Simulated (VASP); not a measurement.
# Zn4HSe4 (a cell with a defect) in VASP: single point with PBEsol

Aim: the single point of Zn4HSe4 (a cell with a defect) with PBEsol.

Program: VASP 6.6.1. These are calculated values, not measurements. Logs are shortened: lines on timing, memory, paths and dates and some standing lists are left out, and cuts for length are marked.

## Step 1: The cell of the first run

The cell holds a defect, 9 atoms: a = 5.693 Å, b = 5.693 Å, c = 6.849 Å, α = 114.56°, β = 114.56°, γ = 90.00°.

## Step 2: Single point, PBEsol

INCAR reads:

```
SYSTEM = Zn4HSe4
ALGO     = Normal         ! electronic algorithm
EDIFF    = 1E-6           ! SCF threshold, eV
ENCUT    = 520            ! plane-wave cutoff, eV
GGA      = PS             ! functional
ISIF     = 2              ! what is computed and relaxed
ISMEAR   = 0              ! smearing method
LASPH    = .TRUE.         ! aspherical terms in the spheres
LCHARG   = .TRUE.         ! write CHGCAR
LELF     = .TRUE.         ! ELF
LREAL    = .FALSE.        ! projectors in reciprocal space
LVHAR    = .TRUE.       
LWAVE    = .FALSE.        ! write WAVECAR
NBANDS   = 46             ! bands
NELECT   = 72.0         
NELM     = 100            ! most SCF steps
PREC     = Accurate       ! precision mode
SIGMA    = 0.05           ! smearing width, eV
```

KPOINTS reads:

```
k-points
0
G
  6 6 6
  0 0 0
```

POSCAR reads:

```
Zn4HSe4
1.0
   -4.0256375597     -4.0256375597      0.0000000000
   -4.0256375597      4.0256375597      0.0000000000
    4.0256375597      0.0000000000     -5.5406228226
Zn Se H
4 4 1
Direct
    0.5000000000      0.5000000000      0.0000000000
    0.0000000000      0.0000000000      0.0000000000
    0.0000000000      0.5000000000      0.0000000000
    0.5000000000      0.0000000000      0.0000000000
    0.1161581573      0.6161581573      0.7323163146
    0.6161581573      0.1161581573      0.7323163146
    0.8838418427      0.8838418427      0.2676836854
    0.3838418427      0.3838418427      0.2676836854
   -0.1250295623      0.3749704377     -0.4197305536
```

Potentials or basis: VASP PAW PBE potentials, release 64 (Zn, Se, H).

Launch:

```sh
cat potpaw_PBE.64/Zn/POTCAR potpaw_PBE.64/Se/POTCAR potpaw_PBE.64/H/POTCAR > POTCAR
mpirun -np 1 vasp_std > vasp.out
```

OUTCAR:

```text
SYSTEM = Zn4HSe4
   EDIFF = 1E-6
   ENCUT = 520
   GGA = PS
   ISIF = 2
   ISMEAR = 0
   LASPH = .TRUE.
   LREAL = .FALSE.
   NELECT = 72.0
   NELM = 100
   PREC = Accurate

 ion  position               nearest neighbor table
   1  0.500  0.500  0.000-   5 2.50   6 2.50   7 2.50   8 2.50   3 2.85   4 2.85   4 2.85   3 2.85

   2  0.000  0.000  0.000-   5 2.50   6 2.50   7 2.50   8 2.50   3 2.85   4 2.85   3 2.85   4 2.85

   3  0.000  0.500  0.000-   5 2.50   6 2.50   7 2.50   8 2.50   1 2.85   2 2.85   2 2.85   1 2.85

   4  0.500  0.000  0.000-   5 2.50   6 2.50   7 2.50   8 2.50   1 2.85   2 2.85   1 2.85   2 2.85

   5  0.116  0.616  0.732-   9 1.57   2 2.50   3 2.50   4 2.50   1 2.50
   6  0.616  0.116  0.732-   1 2.50   2 2.50   3 2.50   4 2.50
   7  0.884  0.884  0.268-   1 2.50   2 2.50   3 2.50   4 2.50
   8  0.384  0.384  0.268-   1 2.50   2 2.50   3 2.50   4 2.50
   9  0.875  0.375  0.580-   5 1.57

  LATTYP: Found a body centered tetragonal cell.
 ALAT       =     5.6931112341
 C/A-ratio  =     1.9464305526

  Lattice vectors:

 A1 = (   0.0000000000,  -4.0256375597,   5.5406228226)
 A2 = (   0.0000000000,   4.0256375597,   5.5406228226)
 A3 = (  -4.0256375597,   0.0000000000,  -5.5406228226)

Analysis of symmetry for initial positions (statically):
=====================================================================
 Subroutine PRICEL returns:
 Original cell was already a primitive cell.

 Routine SETGRP: Setting up the symmetry group for a
 body centered tetragonal supercell.

 Subroutine GETGRP returns: Found  2 space group operations
 (whereof  1 operations were pure point group operations)
 out of a pool of 16 trial point group operations.

The static configuration has the point symmetry C_1 .
 The point group associated with its full space group is C_1h.

Analysis of symmetry for dynamics (positions and initial velocities):
=====================================================================
 Subroutine PRICEL returns:
 Original cell was already a primitive cell.

 Routine SETGRP: Setting up the symmetry group for a
 body centered tetragonal supercell.

 Subroutine GETGRP returns: Found  2 space group operations
 (whereof  1 operations were pure point group operations)
 out of a pool of 16 trial point group operations.

The dynamic configuration has the point symmetry C_1 .
 The point group associated with its full space group is C_1h.

 Subroutine INISYM returns: Found  2 space group operations
 (whereof  1 operations are pure point group operations),
 and found     1 'primitive' translations

----------------------------------------------------------------------------------------

                                     Primitive cell

  volume of cell :     179.5800

  direct lattice vectors                    reciprocal lattice vectors
    -4.025637560 -4.025637560  0.000000000    -0.124203929 -0.124203929 -0.090242562
    -4.025637560  4.025637560  0.000000000    -0.124203929  0.124203929 -0.090242562
     4.025637560  0.000000000 -5.540622823     0.000000000  0.000000000 -0.180485125

  length of vectors
     5.693111234  5.693111234  6.848668413     0.197476459  0.197476459  0.180485125

  position of ions in fractional coordinates (direct lattice)
     0.500000000  0.500000000  0.000000000
     0.000000000  0.000000000  0.000000000
     0.000000000  0.500000000  0.000000000
     0.500000000  0.000000000  0.000000000
     0.116158157  0.616158157  0.732316315
     0.616158157  0.116158157  0.732316315
     0.883841843  0.883841843  0.267683685
     0.383841843  0.383841843  0.267683685
     0.874970438  0.374970438  0.580269446

  ion indices of the primitive-cell ions
   primitive index   ion index
                 1           1
                 2           2
                 3           3
                 4           4
                 5           5
                 6           6
                 7           7
                 8           8
                 9           9

----------------------------------------------------------------------------------------

 KPOINTS: k-points

Automatic generation of k-mesh.
 Grid dimensions read from file:
 generate k-points for:    6    6    6

 Generating k-lattice:

  Cartesian coordinates                     Fractional coordinates (reciprocal lattice)
    -0.020700655 -0.020700655 -0.015040427     0.166666667  0.000000000  0.000000000
    -0.020700655  0.020700655 -0.015040427     0.000000000  0.166666667  0.000000000
     0.000000000  0.000000000 -0.030080854     0.000000000  0.000000000  0.166666667

  Length of vectors
     0.032912743  0.032912743  0.030080854

  Shift w.r.t. Gamma in fractional coordinates (k-lattice)
     0.000000000  0.000000000  0.000000000

 Subroutine IBZKPT returns following result:
 ===========================================

 Found     68 irreducible k-points:

 Following reciprocal coordinates:
            Coordinates               Weight
  0.000000  0.000000  0.000000      1.000000
  0.166667  0.000000  0.000000      4.000000
  0.000000 -0.166667  0.166667      4.000000
  0.333333  0.000000  0.000000      4.000000
  0.000000 -0.333333  0.333333      4.000000
  0.500000  0.000000  0.000000      2.000000
[... 16 lines left out ...]
 -0.166667  0.166667  0.000000      2.000000
  0.166667  0.166667 -0.166667      2.000000
 [... further k-points ...]
   k-points           NKPTS =     68   k-points in BZ     NKDIM =     68   number of bands    NBANDS=     46
   number of dos      NEDOS =    301   number of ions     NIONS =      9
   total plane-waves  NPLWV =  95256
   dimension x,y,z NGX =    42 NGY =   42 NGZ =   54
   dimension x,y,z NGXF=    84 NGYF=   84 NGZF=  108
   ions per type =               4   4   1
   NGX,Y,Z   is equivalent  to a cutoff of  12.26, 12.26, 13.11 a.u.
   NGXF,Y,Z  is equivalent  to a cutoff of  24.53, 24.53, 26.22 a.u.
 SYSTEM =  Zn4HSe4
   PREC   = accura    normal or accurate (medium, high low for compatibility)
   ISTART =      0    job   : 0-new  1-cont  2-samecut
   ICHARG =      2    charge: 1-file 2-atom 10-const
   ISPIN  =      1    spin polarized calculation?
   LNONCOLLINEAR =      F non collinear calculations
   LSORBIT =      F    spin-orbit coupling
   LASPH  =      T    aspherical Exc in radial PAW
   ENCUT  =  520.0 eV  38.22 Ry    6.18 a.u.  10.59 10.59 12.73*2*pi/ulx,y,z
   NELM   =    100;   NELMIN=  2; NELMDL= -5     # of ELM steps
   EDIFF  = 0.1E-05   stopping-criterion for ELM
   LREAL  =      F    real-space projection
   EDIFFG = 0.1E-04   stopping-criterion for IOM
   NSW    =      0    number of steps for IOM
   IBRION =     -1    ionic relax: 0-MD 1-quasi-New 2-CG
   NFREE  =      0    steps in history (QN), initial steepest desc. (CG)
   ISIF   =      2    stress and relaxation
   ISYM   =      2    0-nonsym 1-usesym 2-fastsym
   POTIM  = 0.5000    time-step for ionic-motion
   TEBEG  =    0.0;   TEEND  =   0.0 temperature during run
   PSTRESS=    0.0 pullay stress
   NELECT =      72.0000    total number of electrons
   NUPDOWN=      -1.0000    fix difference up-down
   EMIN   =  10.00;   EMAX   =-10.00  energy-range for DOS
   EFERMI =   0.00;   METHOD = LEGACY
   ISMEAR =     0;   SIGMA  =   0.05  broadening in eV -4-tet -1-fermi 0-gaus
   EFERMI_NEDOS =   21; number of points for ismear=-14 and -15
   IALGO  =     38    algorithm
   IMIX   =      4    mixing-type and parameters
     AMIX     =   0.40;   BMIX     =  1.00
     AMIX_MAG =   1.60;   BMIX_MAG =  1.00
  volume/ion in A,a.u.               =      19.95       134.65
  Fermi-wavevector in a.u.,A,eV,Ry     =   1.207164  2.281210 19.827028  1.457245
  Thomas-Fermi vector in A             =   2.342810
   LORBIT       =      0    0 simple, 1 ext, 2 COOP (PROOUT), +10 PAW based schemes
   GGA     = PS    functional components
   LHFCALC =     F    Hartree Fock is set to
   AEXX    =    0.0000 exact exchange contribution
   IVDW    =     0    specifies the selected vdW correction
   LEPSILON=     F    determine dielectric tensor
   LRPA    =     F    only Hartree local field effects (RPA)
 non-spin polarized calculation
 Gauss-broadening in eV      SIGMA  =   0.05
  energy-cutoff  :      520.00
  volume of cell :      179.58
 maximum number of plane-waves:      4858
   NGX = 21   NGY = 21   NGZ = 25

 number of electron      71.9999967 magnetization

 Free energy of the ion-electron system (eV)
  ---------------------------------------------------
  ext. energy  EPLUGINS =         0.00000000
  ---------------------------------------------------
  free energy    TOTEN  =       -30.21608909 eV

  energy without entropy =      -30.21608909  energy(sigma->0) =      -30.21608909

 E-fermi :   1.8987     XC(G=0):  -9.5703

 val. band max:        1.6803518229   @ k =   0.0000   0.0000   0.0000
 cond. band min:       2.7142146761   @ k =   0.0000   0.0000   0.0000
 fundamental gap:      1.0338628532
 Fermi energy:         1.8987343484

 k-point     1 :       0.0000    0.0000    0.0000
  band No.  band energies     occupation
      1     -12.2882      2.00000
      2     -11.0535      2.00000
      3     -10.4868      2.00000
      4     -10.4001      2.00000
      5      -5.7502      2.00000
      6      -5.4457      2.00000
[... 38 lines left out ...]
     45       7.2911      0.00000
     46       7.4109      0.00000

 k-point     2 :       0.1667    0.0000    0.0000
  band No.  band energies     occupation
      1     -12.2411      2.00000
      2     -11.0598      2.00000
      3     -10.5302      2.00000
      4     -10.4262      2.00000
      5      -5.7274      2.00000
      6      -5.4210      2.00000
[... 1070 lines left out ...]
 k-point    24 :       0.1667    0.1667   -0.1667
  band No.  band energies     occupation
      1     -12.2162      2.00000
      2     -11.0561      2.00000
      3     -10.5605      2.00000
      4     -10.4317      2.00000
      5      -5.6806      2.00000
      6      -5.3897      2.00000
[... 38 lines left out ...]
     45       7.4304      0.00000
     46       7.8390      0.00000

 [... further k-points ...]

------------------------ aborting loop because EDIFF is reached ----------------------------------------

  FORCE on cell =-STRESS in cart. coord.  units (eV):
  Direction    XX          YY          ZZ          XY          YZ          ZX
  --------------------------------------------------------------------------------------
  -------------------------------------------------------------------------------------
  Total       -6.2426160     -6.2239693     -6.4646950      0.0000000      0.0000000     -0.6520883
  in kB      -55.6953935    -55.5290317    -57.6767392      0.0000000      0.0000000     -5.8178034
  external PRESSURE =     -56.3003881 kB  Pullay stress =       0.0000000 kB

 VOLUME and BASIS-vectors are now :
 -----------------------------------------------------------------------------
  energy-cutoff  :      520.00
  volume of cell :      179.58
      direct lattice vectors                 reciprocal lattice vectors
    -4.025637560 -4.025637560  0.000000000    -0.124203929 -0.124203929 -0.090242562
    -4.025637560  4.025637560  0.000000000    -0.124203929  0.124203929 -0.090242562
     4.025637560  0.000000000 -5.540622823     0.000000000  0.000000000 -0.180485125

 POSITION                                       TOTAL-FORCE (eV/Angst)
 -----------------------------------------------------------------------------------
     -4.02564      0.00000      0.00000         0.081159     -0.354851     -0.181232
      0.00000      0.00000      0.00000         0.081159      0.354851     -0.181232
     -2.01282      2.01282      0.00000         0.409497      0.000000     -0.559350
     -2.01282     -2.01282      0.00000        -1.096795      0.000000     -0.784338
      0.00000      2.01282     -4.05749         0.649213      0.000000      1.130351
      0.00000     -2.01282     -4.05749         0.126608      0.000000      0.207162
     -6.03846      0.00000     -1.48313         0.163355      0.189437      0.232715
     -2.01282      0.00000     -1.48313         0.163355     -0.189437      0.232715
     -2.69585     -2.01282     -3.21505        -0.577551      0.000000     -0.096791
 -----------------------------------------------------------------------------------
    total drift:                                0.000168     -0.000000     -0.000574

  FREE ENERGIE OF THE ION-ELECTRON SYSTEM (eV)
  ---------------------------------------------------
  free  energy   TOTEN  =       -30.2160890864 eV

  energy  without entropy=      -30.2160890864  energy(sigma->0) =      -30.21608909
```

It took 18 min on 1 thread of Intel Xeon 8259CL, shared host; peak memory 0.6 GiB.

What came out:

```
Free energy   : -30.2161 eV
Largest force : 1.348 eV/Å
```

Forces on the atoms (eV/Å):
```
Zn   0.081 -0.355 -0.181
Zn   0.081  0.355 -0.181
Zn   0.409  0.000 -0.559
Zn  -1.097  0.000 -0.784
Se   0.649  0.000  1.130
Se   0.127  0.000  0.207
Se   0.163  0.189  0.233
Se   0.163 -0.189  0.233
H   -0.578  0.000 -0.097
```

Caveat: the cell carries a net charge on a neutralising background, which shifts energy and pressure; the cell is charged against a uniform background, so pressure and absolute levels hang on convention; the PAW data sets were made with another functional, which shifts forces and pressure a little.
